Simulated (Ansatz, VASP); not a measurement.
Eu in VASP and in Ansatz

```
Eu
1.0
    -2.22747    2.22747    2.22747
     2.22747   -2.22747    2.22747
     2.22747    2.22747   -2.22747
Eu
1
Cartesian
  0.0000 0.0000 0.0000
```

Alike in both runs: task single point; functional r2SCAN; k mesh 4 × 4 × 4; occupations fermi-dirac, width 0.05 eV; collinear spin.

|  | VASP | Ansatz |
| --- | --- | --- |
| version | VASP 6.6.1 | Ansatz 0.2.0 |
| potentials or method | VASP PAW PBE potentials, release 64 (Eu), cutoff 520 eV | plane waves (500 eV) with PAW, scalar-relativistic |
| valence electrons in the cell | 17 | 17 |

```tsv
	VASP	Ansatz	Ansatz less VASP
pressure (GPa)	0.0	-0.8	-0.85
net moment per atom (μB)	7.43	8.22	+0.790
size of the moment on the site where the two differ most (μB)	6.64	7.49	+0.848
```

The net moments are unlike, so the other rows may belong to different states. VASP's potentials were made for PBE, not for r2SCAN. Site moments also hang on the region over which each program counts them. Ansatz's warnings: stability check not made.

The k mesh is coarse, so the values compare programs but aren't converged. Neither program's run includes spin-orbit coupling.
